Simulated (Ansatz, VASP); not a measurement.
## Two plane-wave programs on SiNi3

```xyz
4
Lattice="3.6343 0.0000 0.0000 0.0000 3.6343 0.0000 0.0000 0.0000 3.4612" Properties=species:S:1:pos:R:3 pbc="T T T"
Si    0.0000    0.0000    0.0000
Ni    0.0000    1.8172    1.7306
Ni    1.8172    0.0000    1.7306
Ni    1.8172    1.8172    0.0000
```

Change from the starting cell: strain +0.050 along x and y, +0.000 along z, atoms carried along.

Alike in both runs: task single point; functional PBEsol; k mesh 14 × 14 × 14; occupations gaussian, width 0.15 eV; no spin polarisation.

|  | VASP | Ansatz |
| --- | --- | --- |
| version | VASP 6.6.1 | Ansatz 0.2.0 |
| potentials or method | VASP PAW PBE potentials, release 64 (Si, Ni), cutoff 520 eV | scalar-relativistic, plane waves, PAW |
| valence electrons in the cell | 34 | 58 |

|  | VASP | Ansatz | Ansatz less VASP |
| --- | --- | --- | --- |
| gap on the k mesh at the Fermi level (eV) | none | none | - |
| pressure (GPa) | -18.1 | -18.5 | -0.35 |
| traceless stress, the component that is largest in VASP (GPa) | 3.87 | 3.95 | +0.081 |

VASP's potentials were made for PBE, not for PBEsol. A gap of «none» marks a metal or a gap that the smearing closes. VASP's potentials hold 34 valence electrons a cell and Ansatz's 58, so a difference there can come from the potentials and not from the codes.
